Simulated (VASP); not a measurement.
A run of VASP 6.6.1 is set up as follows.

The input INCAR:

```
PREC = Accurate ; ENCUT = 500
EDIFF = 1E-7 ; ISMEAR = 1
SIGMA = 0.05 ; LREAL = F
LASPH = T ; NELM = 120
ALGO = Normal ; ISIF = 3
LWAVE = F ; LCHARG = F
GGA = PS ; IBRION = 2
NSW = 80 ; EDIFFG = -0.01
GGA_COMPAT = F ; NELMIN = 4
```

The input KPOINTS:

```
Automatic mesh
0
Gamma
  10 10 10
```

The input POSCAR:

```
Pt
1.0
    0.0000000000      1.9600000000      1.9600000000
    1.9600000000      0.0000000000      1.9600000000
    1.9600000000      1.9600000000      0.0000000000
Pt
1
Direct
    0.0000000000      0.0000000000      0.0000000000
```

Potentials or basis: VASP PAW PBE potentials, release 64 (Pt).

Run with:

```sh
$ cat potpaw_PBE.64/Pt/POTCAR > POTCAR
$ mpirun -np 1 vasp_std > vasp.out
```

(1) What does it give for the band gap on the k mesh?

(2) Predict the relaxed volume.

(3) Predict the relaxed cell.

Results:

(1) zero (bands 5 and 6 overlap by 2.22 eV).

(2) 15.02 Å³/atom.

(3) a = 2.769 Å, b = 2.769 Å, c = 2.769 Å, α = 60.00°, β = 60.00°, γ = 60.00°.

Caveat: the PAW data sets were made with another functional, which shifts forces and pressure a little; spin-orbit coupling is left out, which moves the levels of the heavy elements.
